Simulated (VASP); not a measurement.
# Cd4Se (P-4m2) in VASP: notebook

Runs on Cd4Se. Level: PBE. Tasks: single point.

Everything below comes from runs of VASP 6.6.1. Logs are shortened: lines on timing, memory, paths and dates and some standing lists are left out, and cuts for length are marked.

### Step 1. The cell of the first run

Symmetry: P-4m2, No. 115, tetragonal system. Conventional cell: a = 4.326 Å, b = 4.326 Å, c = 7.574 Å, α = 90.00°, β = 90.00°, γ = 90.00°. Cd (site symmetry 2mm) has 2 Se at 2.72 Å and 4 Cd at 3.04 Å within 3.6 Å. Within 4.0 Å of Cd (site symmetry -4m2) lie 8 Cd at 3.04 to 3.06 Å and 2 Se at 3.79 Å. Cd (site symmetry -4m2) has 8 Cd at 3.04 to 3.06 Å within 4.0 Å. Se (site symmetry -4m2) has 4 Cd at 2.72 Å within 3.6 Å.

### Step 2. Single point, PBE

File INCAR:

```
SYSTEM = Cd4Se
  ALGO = Normal
  EDIFF = 1E-6
  ENCUT = 520
  GGA = PE
  ISIF = 2
  ISMEAR = 0
  LASPH = .True.
  LCHARG = .False.
  LREAL = .False.
  LWAVE = .False.
  NBANDS = 35
  NELM = 80
  PREC = Accurate
  SIGMA = 0.2
```

File KPOINTS:

```
k-points
0
Gamma
  4 4 3
  0 0 0
```

File POSCAR:

```
Cd4Se
1.0
    4.3263075821      0.0000000000      0.0000000000
    0.0000000000      4.3263075821      0.0000000000
    0.0000000000      0.0000000000      7.5735059135
Cd Se
4 1
Direct
    0.5000000000      0.0000000000      0.7827036378
    0.0000000000      0.5000000000      0.2172963622
    0.0000000000      0.0000000000      0.5000000000
    0.5000000000      0.5000000000      0.5000000000
    0.0000000000      0.0000000000      0.0000000000
```

Potentials or basis: VASP PAW PBE potentials, release 64 (Cd, Se).

The run is started by

```
$ cat potpaw_PBE.64/Cd/POTCAR potpaw_PBE.64/Se/POTCAR > POTCAR
$ mpirun -np 1 vasp_std > vasp.out
```

OUTCAR:

```text
SYSTEM = Cd4Se
   EDIFF = 1E-6
   ENCUT = 520
   GGA = PE
   ISIF = 2
   ISMEAR = 0
   LASPH = .True.
   LREAL = .False.
   NELM = 80
   PREC = Accurate

 ion  position               nearest neighbor table
   1  0.500  0.000  0.783-   5 2.72   5 2.72   3 3.04   4 3.04   3 3.04   4 3.04
   2  0.000  0.500  0.217-   5 2.72   5 2.72   3 3.04   3 3.04   4 3.04   4 3.04
   3  0.000  0.000  0.500-   1 3.04   2 3.04   2 3.04   1 3.04   4 3.06   4 3.06   4 3.06   4 3.06

   4  0.500  0.500  0.500-   1 3.04   2 3.04   1 3.04   2 3.04   3 3.06   3 3.06   3 3.06   3 3.06

   5  0.000  0.000  0.000-   1 2.72   2 2.72   2 2.72   1 2.72

  LATTYP: Found a simple tetragonal cell.
 ALAT       =     4.3263075821
 C/A-ratio  =     1.7505703813

  Lattice vectors:

 A1 = (   4.3263075821,   0.0000000000,   0.0000000000)
 A2 = (   0.0000000000,   4.3263075821,   0.0000000000)
 A3 = (   0.0000000000,   0.0000000000,   7.5735059135)

Analysis of symmetry for initial positions (statically):
=====================================================================
 Subroutine PRICEL returns:
 Original cell was already a primitive cell.

 Routine SETGRP: Setting up the symmetry group for a
 simple tetragonal supercell.

 Subroutine GETGRP returns: Found  8 space group operations
 (whereof  8 operations were pure point group operations)
 out of a pool of 16 trial point group operations.

The static configuration has the point symmetry D_2d.

Analysis of symmetry for dynamics (positions and initial velocities):
=====================================================================
 Subroutine PRICEL returns:
 Original cell was already a primitive cell.

 Routine SETGRP: Setting up the symmetry group for a
 simple tetragonal supercell.

 Subroutine GETGRP returns: Found  8 space group operations
 (whereof  8 operations were pure point group operations)
 out of a pool of 16 trial point group operations.

The dynamic configuration has the point symmetry D_2d.

 Subroutine INISYM returns: Found  8 space group operations
 (whereof  8 operations are pure point group operations),
 and found     1 'primitive' translations

----------------------------------------------------------------------------------------

                                     Primitive cell

  volume of cell :     141.7528

  direct lattice vectors                    reciprocal lattice vectors
     4.326307582  0.000000000  0.000000000     0.231143991  0.000000000  0.000000000
     0.000000000  4.326307582  0.000000000     0.000000000  0.231143991  0.000000000
     0.000000000  0.000000000  7.573505914     0.000000000  0.000000000  0.132039245

  length of vectors
     4.326307582  4.326307582  7.573505914     0.231143991  0.231143991  0.132039245

  position of ions in fractional coordinates (direct lattice)
     0.500000000  0.000000000  0.782703638
     0.000000000  0.500000000  0.217296362
     0.000000000  0.000000000  0.500000000
     0.500000000  0.500000000  0.500000000
     0.000000000  0.000000000  0.000000000

  ion indices of the primitive-cell ions
   primitive index   ion index
                 1           1
                 2           2
                 3           3
                 4           4
                 5           5

----------------------------------------------------------------------------------------

 KPOINTS: k-points

Automatic generation of k-mesh.
 Grid dimensions read from file:
 generate k-points for:    4    4    3

 Generating k-lattice:

  Cartesian coordinates                     Fractional coordinates (reciprocal lattice)
     0.057785998  0.000000000  0.000000000     0.250000000  0.000000000  0.000000000
     0.000000000  0.057785998  0.000000000     0.000000000  0.250000000  0.000000000
     0.000000000  0.000000000  0.044013082     0.000000000  0.000000000  0.333333333

  Length of vectors
     0.057785998  0.057785998  0.044013082

  Shift w.r.t. Gamma in fractional coordinates (k-lattice)
     0.000000000  0.000000000  0.000000000

 Subroutine IBZKPT returns following result:
 ===========================================

 Found     12 irreducible k-points:

 Following reciprocal coordinates:
            Coordinates               Weight
  0.000000  0.000000  0.000000      1.000000
  0.250000  0.000000  0.000000      4.000000
  0.500000  0.000000  0.000000      2.000000
  0.250000  0.250000  0.000000      4.000000
  0.500000  0.250000  0.000000      4.000000
  0.500000  0.500000  0.000000      1.000000
  0.000000  0.000000  0.333333      2.000000
  0.250000  0.000000  0.333333      8.000000
  0.500000  0.000000  0.333333      4.000000
  0.250000  0.250000  0.333333      8.000000
  0.500000  0.250000  0.333333      8.000000
  0.500000  0.500000  0.333333      2.000000
   k-points           NKPTS =     12   k-points in BZ     NKDIM =     12   number of bands    NBANDS=     35
   number of dos      NEDOS =    301   number of ions     NIONS =      5
   total plane-waves  NPLWV =  57344
   dimension x,y,z NGX =    32 NGY =   32 NGZ =   56
   dimension x,y,z NGXF=    64 NGYF=   64 NGZF=  112
   ions per type =               4   1
   NGX,Y,Z   is equivalent  to a cutoff of  12.30, 12.30, 12.29 a.u.
   NGXF,Y,Z  is equivalent  to a cutoff of  24.59, 24.59, 24.59 a.u.
 SYSTEM =  Cd4Se
   PREC   = accura    normal or accurate (medium, high low for compatibility)
   ISTART =      0    job   : 0-new  1-cont  2-samecut
   ICHARG =      2    charge: 1-file 2-atom 10-const
   ISPIN  =      1    spin polarized calculation?
   LNONCOLLINEAR =      F non collinear calculations
   LSORBIT =      F    spin-orbit coupling
   LASPH  =      T    aspherical Exc in radial PAW
   ENCUT  =  520.0 eV  38.22 Ry    6.18 a.u.   8.04  8.04 14.08*2*pi/ulx,y,z
   NELM   =     80;   NELMIN=  2; NELMDL= -5     # of ELM steps
   EDIFF  = 0.1E-05   stopping-criterion for ELM
   LREAL  =      F    real-space projection
   EDIFFG = 0.1E-04   stopping-criterion for IOM
   NSW    =      0    number of steps for IOM
   IBRION =     -1    ionic relax: 0-MD 1-quasi-New 2-CG
   NFREE  =      0    steps in history (QN), initial steepest desc. (CG)
   ISIF   =      2    stress and relaxation
   ISYM   =      2    0-nonsym 1-usesym 2-fastsym
   POTIM  = 0.5000    time-step for ionic-motion
   TEBEG  =    0.0;   TEEND  =   0.0 temperature during run
   PSTRESS=    0.0 pullay stress
   NELECT =      54.0000    total number of electrons
   NUPDOWN=      -1.0000    fix difference up-down
   EMIN   =  10.00;   EMAX   =-10.00  energy-range for DOS
   EFERMI =   0.00;   METHOD = LEGACY
   ISMEAR =     0;   SIGMA  =   0.20  broadening in eV -4-tet -1-fermi 0-gaus
   EFERMI_NEDOS =   21; number of points for ismear=-14 and -15
   IALGO  =     38    algorithm
   IMIX   =      4    mixing-type and parameters
     AMIX     =   0.40;   BMIX     =  1.00
     AMIX_MAG =   1.60;   BMIX_MAG =  1.00
  volume/ion in A,a.u.               =      28.35       191.32
  Fermi-wavevector in a.u.,A,eV,Ry     =   1.186758  2.242647 19.162371  1.408395
  Thomas-Fermi vector in A             =   2.322924
   LORBIT       =      0    0 simple, 1 ext, 2 COOP (PROOUT), +10 PAW based schemes
   GGA     = PE    functional components
   LHFCALC =     F    Hartree Fock is set to
   AEXX    =    0.0000 exact exchange contribution
   IVDW    =     0    specifies the selected vdW correction
   LEPSILON=     F    determine dielectric tensor
   LRPA    =     F    only Hartree local field effects (RPA)
 non-spin polarized calculation
 Gauss-broadening in eV      SIGMA  =   0.20
  energy-cutoff  :      520.00
  volume of cell :      141.75
 maximum number of plane-waves:      3848
   NGX = 17   NGY = 17   NGZ = 29

 number of electron      53.9999973 magnetization

 Free energy of the ion-electron system (eV)
  ---------------------------------------------------
  ext. energy  EPLUGINS =         0.00000000
  ---------------------------------------------------
  free energy    TOTEN  =        -6.97819859 eV

  energy without entropy =       -6.92040793  energy(sigma->0) =       -6.94930326

 E-fermi :   1.5207     XC(G=0):  -9.2299

 val. band max:        1.5065278109   @ k =   0.5000   0.0000   0.3333
 cond. band min:       1.5810231058   @ k =   0.5000   0.0000   0.3333
 fundamental gap:      0.0744952949
 Fermi energy:         1.5206569622

 k-point     1 :       0.0000    0.0000    0.0000
  band No.  band energies     occupation
      1     -11.7180      2.00000
      2      -7.9207      2.00000
      3      -7.8860      2.00000
      4      -7.7753      2.00000
      5      -7.7753      2.00000
      6      -7.7526      2.00000
[... 27 lines left out ...]
     34       6.8127      0.00000
     35       6.8396      0.00000

 k-point     2 :       0.2500    0.0000    0.0000
  band No.  band energies     occupation
      1     -11.6544      2.00000
      2      -7.7974      2.00000
      3      -7.7611      2.00000
      4      -7.7177      2.00000
      5      -7.7085      2.00000
      6      -7.5817      2.00000
[... 27 lines left out ...]
     34       7.5281      0.00000
     35       8.3252      0.00000

 k-point     3 :       0.5000    0.0000    0.0000
  band No.  band energies     occupation
      1     -11.5898      2.00000
      2      -7.7041      2.00000
      3      -7.6481      2.00000
      4      -7.6218      2.00000
      5      -7.5850      2.00000
      6      -7.3729      2.00000
[... 27 lines left out ...]
     34       7.0528      0.00000
     35       7.7267      0.00000

 k-point     4 :       0.2500    0.2500    0.0000
  band No.  band energies     occupation
      1     -11.5942      2.00000
      2      -7.7838      2.00000
      3      -7.7180      2.00000
      4      -7.6730      2.00000
      5      -7.6076      2.00000
      6      -7.4917      2.00000
[... 27 lines left out ...]
     34       6.9338      0.00000
     35       8.1743      0.00000

 k-point     5 :       0.5000    0.2500    0.0000
  band No.  band energies     occupation
      1     -11.5331      2.00000
      2      -7.6527      2.00000
      3      -7.6523      2.00000
      4      -7.6021      2.00000
      5      -7.5968      2.00000
      6      -7.4996      2.00000
[... 27 lines left out ...]
     34       6.6656      0.00000
     35       8.5416      0.00000

 k-point     6 :       0.5000    0.5000    0.0000
  band No.  band energies     occupation
      1     -11.4758      2.00000
      2      -7.7174      2.00000
      3      -7.6491      2.00000
      4      -7.6491      2.00000
      5      -7.6486      2.00000
      6      -7.5079      2.00000
[... 27 lines left out ...]
     34       8.1680      0.00000
     35       8.7167      0.00000

 k-point     7 :       0.0000    0.0000    0.3333
  band No.  band energies     occupation
      1     -11.7111      2.00000
      2      -7.9200      2.00000
      3      -7.8818      2.00000
      4      -7.7962      2.00000
      5      -7.7962      2.00000
      6      -7.7722      2.00000
[... 27 lines left out ...]
     34       7.0870      0.00000
     35       7.0870      0.00000

 k-point     8 :       0.2500    0.0000    0.3333
  band No.  band energies     occupation
      1     -11.6497      2.00000
      2      -7.8103      2.00000
      3      -7.7534      2.00000
      4      -7.7082      2.00000
      5      -7.7023      2.00000
      6      -7.6281      2.00000
[... 27 lines left out ...]
     34       7.2841      0.00000
     35       7.8427      0.00000

 k-point     9 :       0.5000    0.0000    0.3333
  band No.  band energies     occupation
      1     -11.5871      2.00000
      2      -7.6923      2.00000
      3      -7.6088      2.00000
      4      -7.6084      2.00000
      5      -7.5825      2.00000
      6      -7.4468      2.00000
[... 27 lines left out ...]
     34       6.9171      0.00000
     35       7.7474      0.00000

 k-point    10 :       0.2500    0.2500    0.3333
  band No.  band energies     occupation
      1     -11.5909      2.00000
      2      -7.8057      2.00000
      3      -7.7260      2.00000
      4      -7.6463      2.00000
      5      -7.5769      2.00000
      6      -7.5067      2.00000
[... 27 lines left out ...]
     34       7.4454      0.00000
     35       7.7182      0.00000

 k-point    11 :       0.5000    0.2500    0.3333
  band No.  band energies     occupation
      1     -11.5313      2.00000
      2      -7.6704      2.00000
      3      -7.6470      2.00000
      4      -7.6149      2.00000
      5      -7.6058      2.00000
      6      -7.4624      2.00000
[... 27 lines left out ...]
     34       7.4288      0.00000
     35       7.4489      0.00000

 k-point    12 :       0.5000    0.5000    0.3333
  band No.  band energies     occupation
      1     -11.4747      2.00000
      2      -7.7113      2.00000
      3      -7.6968      2.00000
      4      -7.6735      2.00000
      5      -7.6735      2.00000
      6      -7.4431      2.00000
[... 27 lines left out ...]
     34       7.1949      0.00000
     35       7.1949      0.00000

------------------------ aborting loop because EDIFF is reached ----------------------------------------

  FORCE on cell =-STRESS in cart. coord.  units (eV):
  Direction    XX          YY          ZZ          XY          YZ          ZX
  --------------------------------------------------------------------------------------
  -------------------------------------------------------------------------------------
  Total        0.0503290      0.0503290      0.8169933      0.0000000      0.0000000      0.0000000
  in kB        0.5688487      0.5688487      9.2341590      0.0000000      0.0000000      0.0000000
  external PRESSURE =       3.4572855 kB  Pullay stress =       0.0000000 kB

 VOLUME and BASIS-vectors are now :
 -----------------------------------------------------------------------------
  energy-cutoff  :      520.00
  volume of cell :      141.75
      direct lattice vectors                 reciprocal lattice vectors
     4.326307582  0.000000000  0.000000000     0.231143991  0.000000000  0.000000000
     0.000000000  4.326307582  0.000000000     0.000000000  0.231143991  0.000000000
     0.000000000  0.000000000  7.573505914     0.000000000  0.000000000  0.132039245

 POSITION                                       TOTAL-FORCE (eV/Angst)
 -----------------------------------------------------------------------------------
      2.16315      0.00000      5.92781         0.000000     -0.000000     -0.023197
      0.00000      2.16315      1.64570         0.000000     -0.000000      0.023197
      0.00000      0.00000      3.78675         0.000000     -0.000000      0.000000
      2.16315      2.16315      3.78675         0.000000      0.000000      0.000000
      0.00000      0.00000      0.00000         0.000000     -0.000000      0.000000
 -----------------------------------------------------------------------------------
    total drift:                                0.000000      0.000000      0.000000

  FREE ENERGIE OF THE ION-ELECTRON SYSTEM (eV)
  ---------------------------------------------------
  free  energy   TOTEN  =        -6.9781985936 eV

  energy  without entropy=       -6.9204079314  energy(sigma->0) =       -6.94930326
```

Wall time 30 s (1 thread of Intel Xeon Platinum 8488C (Sapphire Rapids), shared host); peak memory 0.24 GiB.

What came out:

```
Free energy            : -6.9782 eV
Pressure               : 0.3 GPa
Largest force          : 0.023 eV/Å
Band gap on the k mesh : zero (band 27 reaches 2.98 eV, above the bottom of band 28 at -0.36 eV)
```

Forces on the atoms (eV/Å):
```
Cd   0.000  0.000 -0.023
Cd   0.000  0.000  0.023
Cd   0.000  0.000  0.000
Cd   0.000  0.000  0.000
Se   0.000  0.000  0.000
```

Stress tensor (GPa, compression positive):
```
0.06 0.00 0.00
0.00 0.06 0.00
0.00 0.00 0.92
```

Caveat: the k points lie up to 0.36 Å⁻¹ apart.

(Part 1 of 2 ends here.)
